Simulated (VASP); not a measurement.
# Si4Ge3 in VASP: further runs

The runs below take Si4Ge3 through single point, with PBE.

Everything below comes from runs of VASP 6.6.1. Logs are shortened: lines on timing, memory, paths and dates and some standing lists are left out, and cuts for length are marked.

## (1) The cell of the first run

The structure is trigonal, space group R3 (No. 146). Conventional cell: a = 10.434 Å, b = 10.434 Å, c = 9.666 Å, α = 90.00°, β = 90.00°, γ = 120.00°. Within 3.1 Å of Si (site symmetry 1) lie 1 Si at 2.37 Å and 3 Ge at 2.42 to 2.43 Å. Si (site symmetry 1) has 4 Ge at 2.42 Å within 3.2 Å. Within 3.1 Å of Si (site symmetry 3) lie 4 Si at 2.37 Å. Si (site symmetry 3) has 1 Si at 2.37 Å and 3 Ge at 2.43 Å within 3.1 Å. Ge (site symmetry 1) has 4 Si at 2.42 to 2.43 Å within 3.2 Å. Ge (site symmetry 1) has 4 Si at 2.42 to 2.43 Å within 3.2 Å.

## (2) Single point, PBE

Contents of INCAR:

```
SYSTEM = Si4Ge3
ALGO     = Normal         ! electronic algorithm
EDIFF    = 1E-6           ! SCF threshold, eV
ENCUT    = 520            ! plane-wave cutoff, eV
GGA      = PE             ! functional
ISIF     = 2              ! what is computed and relaxed
ISMEAR   = 0              ! smearing method
LASPH    = .True.         ! aspherical terms in the spheres
LCHARG   = .False.        ! write CHGCAR
LREAL    = .False.        ! projectors in reciprocal space
LWAVE    = .False.        ! write WAVECAR
NBANDS   = 71             ! bands
NELM     = 60             ! most SCF steps
PREC     = Accurate       ! precision mode
SIGMA    = 0.2            ! smearing width, eV
```

Contents of KPOINTS:

```
k-points
0
Gamma
  3 3 3
  0 0 0
```

Contents of POSCAR:

```
Si4Ge3
1.0
    5.2169445898      3.0120043633      3.2218825379
   -5.2169445898      3.0120043633      3.2218825379
    0.0000000000     -6.0240087265      3.2218825379
Si Ge
8 6
Direct
    0.8400154233      0.9814199092      0.5597075239
    0.2678456269      0.6956684807      0.4096973885
    0.5597075239      0.8400154233      0.9814199092
    0.4096973885      0.2678456269      0.6956684807
    0.9814199092      0.5597075239      0.8400154233
    0.6956684807      0.4096973885      0.2678456269
    0.8751360345      0.8751360345      0.8751360345
    0.1207181689      0.1207181689      0.1207181689
    0.1590225987      0.0169221857      0.4455434110
    0.7328648585      0.3045282979      0.5909100922
    0.4455434110      0.1590225987      0.0169221857
    0.5909100922      0.7328648585      0.3045282979
    0.0169221857      0.4455434110      0.1590225987
    0.3045282979      0.5909100922      0.7328648585
```

Potentials or basis: VASP PAW PBE potentials, release 64 (Si, Ge_d).

Run with:

```console
cat potpaw_PBE.64/Si/POTCAR potpaw_PBE.64/Ge_d/POTCAR > POTCAR
mpirun -np 1 vasp_std > vasp.out
```

OUTCAR:

```text
SYSTEM = Si4Ge3
   EDIFF = 1E-6
   ENCUT = 520
   GGA = PE
   ISIF = 2
   ISMEAR = 0
   LASPH = .True.
   LREAL = .False.
   NELM = 60
   PREC = Accurate

 ion  position               nearest neighbor table
   1  0.840  0.981  0.560-   7 2.37   9 2.42  12 2.43  10 2.43
   2  0.268  0.696  0.410-  14 2.42  12 2.42   9 2.42  13 2.42
   3  0.560  0.840  0.981-   7 2.37  11 2.42  14 2.43  12 2.43
   4  0.410  0.268  0.696-  10 2.42  14 2.42  11 2.42   9 2.42
   5  0.981  0.560  0.840-   7 2.37  13 2.42  10 2.43  14 2.43
   6  0.696  0.410  0.268-  12 2.42  10 2.42  13 2.42  11 2.42
   7  0.875  0.875  0.875-   8 2.37   1 2.37   5 2.37   3 2.37
   8  0.121  0.121  0.121-   7 2.37   9 2.43  13 2.43  11 2.43
   9  0.159  0.017  0.446-   2 2.42   4 2.42   1 2.42   8 2.43
  10  0.733  0.305  0.591-   4 2.42   6 2.42   5 2.43   1 2.43
  11  0.446  0.159  0.017-   4 2.42   6 2.42   3 2.42   8 2.43
  12  0.591  0.733  0.305-   6 2.42   2 2.42   1 2.43   3 2.43
  13  0.017  0.446  0.159-   6 2.42   2 2.42   5 2.42   8 2.43
  14  0.305  0.591  0.733-   2 2.42   4 2.42   3 2.43   5 2.43

  LATTYP: Found a trigonal (rhomboedric) cell.
 ALAT       =     6.8314865312
 COS(alpha) =    -0.1663583715

  Lattice vectors:

 A1 = (   5.2169445898,   3.0120043633,   3.2218825379)
 A2 = (  -5.2169445898,   3.0120043633,   3.2218825379)
 A3 = (   0.0000000000,  -6.0240087265,   3.2218825379)

Analysis of symmetry for initial positions (statically):
=====================================================================
 Subroutine PRICEL returns:
 Original cell was already a primitive cell.

 Routine SETGRP: Setting up the symmetry group for a
 trigonal (rhombohedral) supercell.

 Subroutine GETGRP returns: Found  3 space group operations
 (whereof  3 operations were pure point group operations)
 out of a pool of 12 trial point group operations.

The static configuration has the point symmetry C_3 .

Analysis of symmetry for dynamics (positions and initial velocities):
=====================================================================
 Subroutine PRICEL returns:
 Original cell was already a primitive cell.

 Routine SETGRP: Setting up the symmetry group for a
 trigonal (rhombohedral) supercell.

 Subroutine GETGRP returns: Found  3 space group operations
 (whereof  3 operations were pure point group operations)
 out of a pool of 12 trial point group operations.

The dynamic configuration has the point symmetry C_3 .

 Subroutine INISYM returns: Found  3 space group operations
 (whereof  3 operations are pure point group operations),
 and found     1 'primitive' translations

----------------------------------------------------------------------------------------

                                     Primitive cell

  volume of cell :     303.7615

  direct lattice vectors                    reciprocal lattice vectors
     5.216944590  3.012004363  3.221882538     0.095841539  0.055334139  0.103459182
    -5.216944590  3.012004363  3.221882538    -0.095841539  0.055334139  0.103459182
     0.000000000 -6.024008726  3.221882538     0.000000000 -0.110668277  0.103459182

  length of vectors
     6.831486531  6.831486531  6.831486531     0.151496766  0.151496766  0.151496766

  position of ions in fractional coordinates (direct lattice)
     0.840015423  0.981419909  0.559707524
     0.267845627  0.695668481  0.409697388
     0.559707524  0.840015423  0.981419909
     0.409697388  0.267845627  0.695668481
     0.981419909  0.559707524  0.840015423
     0.695668481  0.409697388  0.267845627
     0.875136035  0.875136035  0.875136035
     0.120718169  0.120718169  0.120718169
     0.159022599  0.016922186  0.445543411
     0.732864859  0.304528298  0.590910092
     0.445543411  0.159022599  0.016922186
     0.590910092  0.732864859  0.304528298
     0.016922186  0.445543411  0.159022599
     0.304528298  0.590910092  0.732864859

  ion indices of the primitive-cell ions
   primitive index   ion index
                 1           1
                 2           2
                 3           3
                 4           4
                 5           5
                 6           6
                 7           7
                 8           8
                 9           9
                10          10
                11          11
                12          12
                13          13
                14          14

----------------------------------------------------------------------------------------

 KPOINTS: k-points

Automatic generation of k-mesh.
 Grid dimensions read from file:
 generate k-points for:    3    3    3

 Generating k-lattice:

  Cartesian coordinates                     Fractional coordinates (reciprocal lattice)
     0.031947180  0.018444713  0.034486394     0.333333333  0.000000000  0.000000000
    -0.031947180  0.018444713  0.034486394     0.000000000  0.333333333  0.000000000
     0.000000000 -0.036889426  0.034486394     0.000000000  0.000000000  0.333333333

  Length of vectors
     0.050498922  0.050498922  0.050498922

  Shift w.r.t. Gamma in fractional coordinates (k-lattice)
     0.000000000  0.000000000  0.000000000

 Subroutine IBZKPT returns following result:
 ===========================================

 Found      6 irreducible k-points:

 Following reciprocal coordinates:
            Coordinates               Weight
  0.000000  0.000000  0.000000      1.000000
  0.333333 -0.000000  0.000000      6.000000
  0.333333  0.333333  0.000000      6.000000
 -0.333333  0.333333  0.000000      6.000000
  0.333333  0.333333  0.333333      2.000000
 -0.333333  0.333333  0.333333      6.000000
   k-points           NKPTS =      6   k-points in BZ     NKDIM =      6   number of bands    NBANDS=     71
   number of dos      NEDOS =    301   number of ions     NIONS =     14
   total plane-waves  NPLWV = 157464
   dimension x,y,z NGX =    54 NGY =   54 NGZ =   54
   dimension x,y,z NGXF=   108 NGYF=  108 NGZF=  108
   ions per type =               8   6
   NGX,Y,Z   is equivalent  to a cutoff of  13.14, 13.14, 13.14 a.u.
   NGXF,Y,Z  is equivalent  to a cutoff of  26.28, 26.28, 26.28 a.u.
 SYSTEM =  Si4Ge3
   PREC   = accura    normal or accurate (medium, high low for compatibility)
   ISTART =      0    job   : 0-new  1-cont  2-samecut
   ICHARG =      2    charge: 1-file 2-atom 10-const
   ISPIN  =      1    spin polarized calculation?
   LNONCOLLINEAR =      F non collinear calculations
   LSORBIT =      F    spin-orbit coupling
   LASPH  =      T    aspherical Exc in radial PAW
   ENCUT  =  520.0 eV  38.22 Ry    6.18 a.u.  12.70 12.70 12.70*2*pi/ulx,y,z
   NELM   =     60;   NELMIN=  2; NELMDL= -5     # of ELM steps
   EDIFF  = 0.1E-05   stopping-criterion for ELM
   LREAL  =      F    real-space projection
   EDIFFG = 0.1E-04   stopping-criterion for IOM
   NSW    =      0    number of steps for IOM
   IBRION =     -1    ionic relax: 0-MD 1-quasi-New 2-CG
   NFREE  =      0    steps in history (QN), initial steepest desc. (CG)
   ISIF   =      2    stress and relaxation
   ISYM   =      2    0-nonsym 1-usesym 2-fastsym
   POTIM  = 0.5000    time-step for ionic-motion
   TEBEG  =    0.0;   TEEND  =   0.0 temperature during run
   PSTRESS=    0.0 pullay stress
   NELECT =     116.0000    total number of electrons
   NUPDOWN=      -1.0000    fix difference up-down
   EMIN   =  10.00;   EMAX   =-10.00  energy-range for DOS
   EFERMI =   0.00;   METHOD = LEGACY
   ISMEAR =     0;   SIGMA  =   0.20  broadening in eV -4-tet -1-fermi 0-gaus
   EFERMI_NEDOS =   21; number of points for ismear=-14 and -15
   IALGO  =     38    algorithm
   IMIX   =      4    mixing-type and parameters
     AMIX     =   0.40;   BMIX     =  1.00
     AMIX_MAG =   1.60;   BMIX_MAG =  1.00
  volume/ion in A,a.u.               =      21.70       146.42
  Fermi-wavevector in a.u.,A,eV,Ry     =   1.187727  2.244478 19.193671  1.410695
  Thomas-Fermi vector in A             =   2.323872
   LORBIT       =      0    0 simple, 1 ext, 2 COOP (PROOUT), +10 PAW based schemes
   GGA     = PE    functional components
   LHFCALC =     F    Hartree Fock is set to
   AEXX    =    0.0000 exact exchange contribution
   IVDW    =     0    specifies the selected vdW correction
   LEPSILON=     F    determine dielectric tensor
   LRPA    =     F    only Hartree local field effects (RPA)
 non-spin polarized calculation
 Gauss-broadening in eV      SIGMA  =   0.20
  energy-cutoff  :      520.00
  volume of cell :      303.76
 maximum number of plane-waves:      8231
 NGX is ok and might be reduce to    54
   NGX = 25   NGY = 25   NGZ = 25

 number of electron     116.0000064 magnetization

 Free energy of the ion-electron system (eV)
  ---------------------------------------------------
  ext. energy  EPLUGINS =         0.00000000
  ---------------------------------------------------
  free energy    TOTEN  =       -70.16017424 eV

  energy without entropy =      -70.15895526  energy(sigma->0) =      -70.15956475

 E-fermi :   5.5332     XC(G=0):  -9.5397

 val. band max:        5.1837015780   @ k =   0.0000   0.0000   0.0000
 cond. band min:       5.9168823279   @ k =  -0.3333   0.3333   0.3333
 fundamental gap:      0.7331807499
 Fermi energy:         5.5331631190

 k-point     1 :       0.0000    0.0000    0.0000
  band No.  band energies     occupation
      1     -19.1136      2.00000
      2     -19.1136      2.00000
      3     -19.1135      2.00000
      4     -19.1132      2.00000
      5     -19.1131      2.00000
      6     -19.1131      2.00000
[... 62 lines left out ...]
     69       8.5666      0.00000
     70       8.5680      0.00000
[... 363 lines left out ...]
     69       8.5751      0.00000
     70       8.6175      0.00000
 [bands above 70 left out]

------------------------ aborting loop because EDIFF is reached ----------------------------------------

  FORCE on cell =-STRESS in cart. coord.  units (eV):
  Direction    XX          YY          ZZ          XY          YZ          ZX
  --------------------------------------------------------------------------------------
  -------------------------------------------------------------------------------------
  Total       -0.1490956     -0.1490956     -0.3146726      0.0000001     -0.0000000      0.0000000
  in kB       -0.7863982     -0.7863982     -1.6597273      0.0000004     -0.0000000      0.0000000
  external PRESSURE =      -1.0775079 kB  Pullay stress =       0.0000000 kB

 VOLUME and BASIS-vectors are now :
 -----------------------------------------------------------------------------
  energy-cutoff  :      520.00
  volume of cell :      303.76
      direct lattice vectors                 reciprocal lattice vectors
     5.216944590  3.012004363  3.221882538     0.095841539  0.055334139  0.103459182
    -5.216944590  3.012004363  3.221882538    -0.095841539  0.055334139  0.103459182
     0.000000000 -6.024008726  3.221882538     0.000000000 -0.110668277  0.103459182

 POSITION                                       TOTAL-FORCE (eV/Angst)
 -----------------------------------------------------------------------------------
     -0.73770      2.11449      7.67176        -0.001032      0.002275      0.005764
     -2.23193      0.43409      4.42433        -0.003102      0.000315      0.011383
     -1.46235     -1.69611      7.67176        -0.001454     -0.002031      0.005764
      0.74003     -2.14995      4.42433         0.001279     -0.002844      0.011383
      2.20005     -0.41838      7.67176         0.002486     -0.000244      0.005764
      1.49190      1.71586      4.42433         0.001824      0.002529      0.011383
      0.00000      0.00000      8.45876        -0.000000     -0.000000     -0.003523
      0.00000      0.00000      1.16682        -0.000000      0.000000      0.008026
      0.74133     -2.15401      2.00236        -0.000160     -0.000877     -0.009674
      2.23461     -0.43501      5.24620        -0.001284     -0.001292     -0.008974
      1.49476      1.71902      2.00236         0.000840      0.000300     -0.009674
     -0.74057      2.15273      5.24620         0.001760     -0.000466     -0.008974
     -2.23609      0.43499      2.00236        -0.000680      0.000577     -0.009674
     -1.49404     -1.71772      5.24620        -0.000477      0.001757     -0.008974
 -----------------------------------------------------------------------------------
    total drift:                               -0.000001      0.000000     -0.000133

  FREE ENERGIE OF THE ION-ELECTRON SYSTEM (eV)
  ---------------------------------------------------
  free  energy   TOTEN  =       -70.1601742390 eV

  energy  without entropy=      -70.1589552580  energy(sigma->0) =      -70.15956475
```

Run time: 1.7 min. Hardware: 1 thread of Intel Xeon 6975P-C (Granite Rapids), shared host; peak memory 0.4 GiB.

Results:

| Quantity | Value |
| --- | --- |
| Free energy | -70.1602 eV |
| Pressure | -0.1 GPa |
| Largest force | 0.012 eV/Å |
| Band gap on the k mesh | 0.73 eV, indirect (least direct gap 1.56 eV) |

Forces in eV/Å, atoms in the order of the input:
```
Si  -0.001  0.002  0.006
Si  -0.003  0.000  0.011
Si  -0.001 -0.002  0.006
Si   0.001 -0.003  0.011
Si   0.002  0.000  0.006
Si   0.002  0.003  0.011
Si   0.000  0.000 -0.004
Si   0.000  0.000  0.008
Ge   0.000 -0.001 -0.010
Ge  -0.001 -0.001 -0.009
Ge   0.001  0.000 -0.010
Ge   0.002  0.000 -0.009
Ge  -0.001  0.001 -0.010
Ge   0.000  0.002 -0.009
```

## (3) Single point, PBE

Contents of INCAR:

```
SYSTEM = Si4Ge3
ALGO = Normal
EDIFF = 1E-6
ENCUT = 520
GGA = PE
ISIF = 2
ISMEAR = 0
LASPH = .True.
LCHARG = .False.
LREAL = .False.
LWAVE = .False.
NBANDS = 71
NELM = 60
PREC = Accurate
SIGMA = 0.1
```

KPOINTS is that of step 2.

Contents of POSCAR:

```
Si4Ge3
1.0
    5.2199134306      3.0137184243      3.2211059492
   -5.2199134306      3.0137184243      3.2211059492
    0.0000000000     -6.0274368485      3.2211059492
Si Ge
8 6
Direct
    0.8399973817      0.9813780567      0.5596979008
    0.2678754994      0.6957670219      0.4097414773
    0.5596979008      0.8399973817      0.9813780567
    0.4097414773      0.2678754994      0.6957670219
    0.9813780567      0.5596979008      0.8399973817
    0.6957670219      0.4097414773      0.2678754994
    0.8751497728      0.8751497728      0.8751497728
    0.1207710553      0.1207710553      0.1207710553
    0.1589844924      0.0169280044      0.4455576677
    0.7328277331      0.3044703811      0.5908535554
    0.4455576677      0.1589844924      0.0169280044
    0.5908535554      0.7328277331      0.3044703811
    0.0169280044      0.4455576677      0.1589844924
    0.3044703811      0.5908535554      0.7328277331
```

Potentials or basis: VASP PAW PBE potentials, release 64 (Si, Ge_d).

Run with:

```console
cat potpaw_PBE.64/Si/POTCAR potpaw_PBE.64/Ge_d/POTCAR > POTCAR
mpirun -np 1 vasp_std > vasp.out
```

Wall time 97 s (1 thread of Intel Xeon 6975P-C (Granite Rapids), shared host); peak memory 0.4 GiB.

The run converged. Its results:

- Free energy: -70.1600 eV
- Pressure: -0.2 GPa
- Largest force: 0.012 eV/Å
- Band gap on the k mesh: 0.73 eV, indirect (least direct gap 1.57 eV)

Forces in eV/Å, atoms in the order of the input:
```
Si  -0.002  0.002  0.011
Si  -0.001 -0.001  0.011
Si  -0.001 -0.003  0.011
Si   0.001  0.000  0.011
Si   0.003  0.001  0.011
Si  -0.001  0.001  0.011
Si   0.000  0.000 -0.010
Si   0.000  0.000  0.011
Ge  -0.001  0.000 -0.011
Ge  -0.001 -0.003 -0.012
Ge   0.001  0.000 -0.011
Ge   0.003  0.000 -0.012
Ge   0.000  0.001 -0.011
Ge  -0.002  0.002 -0.012
```

Levels at points of the mesh, in eV from the valence-band top:
```tsv
k point	band 55	band 56	band 57	band 58	band 59	band 60	band 61	band 62
(0.00, 0.00, 0.00)	-2.29	0.00	0.00	0.00	1.59	2.50	2.50	2.52
```

[end of part 1 of 2]
